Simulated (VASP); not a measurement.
Here is a VASP 6.6.1 calculation.

Contents of INCAR:

```
PREC = Accurate
ENCUT = 600
EDIFF = 1E-6
ISMEAR = 0
SIGMA = 0.01
LREAL = F
LASPH = T
NELM = 120
ALGO = Normal
ISIF = 2
LWAVE = F
LCHARG = F
GGA = PE
NBANDS = 11
GGA_COMPAT = F
```

Contents of KPOINTS:

```
Automatic mesh
0
Gamma
  1 1 1
  0.5 0.5 0.5
```

File POSCAR:

```
BN
1.0
    0.0000000000      1.7809067400      1.7809067400
    1.7809067400      0.0000000000      1.7809067400
    1.7809067400      1.7809067400      0.0000000000
B N
1 1
Direct
    0.0000000000      0.0000000000      0.0000000000
    0.2720000000      0.2500000000      0.2360000000
```

Potentials or basis: VASP PAW PBE potentials, release 64 (B, N).

Launch:

```sh
$ cat potpaw_PBE.64/B/POTCAR potpaw_PBE.64/N/POTCAR > POTCAR
$ mpirun -np 1 vasp_std > vasp.out
```

Problem. Estimate the pressure.

Solution. 41.3 GPa.

Problem. Predict the band gap on the k mesh.

Solution. 11.54 eV, indirect (least direct gap 11.59 eV).

Stress tensor (GPa, compression positive):
```
41.38 -5.27 -2.39
-5.27 41.55  3.54
-2.39  3.54 40.99
```

Caveat: the k points lie up to 3.06 Å⁻¹ apart; forces of over 1 eV/Å act on the atoms, so gaps and moduli don't describe the material at rest. A k mesh can miss the band edges.
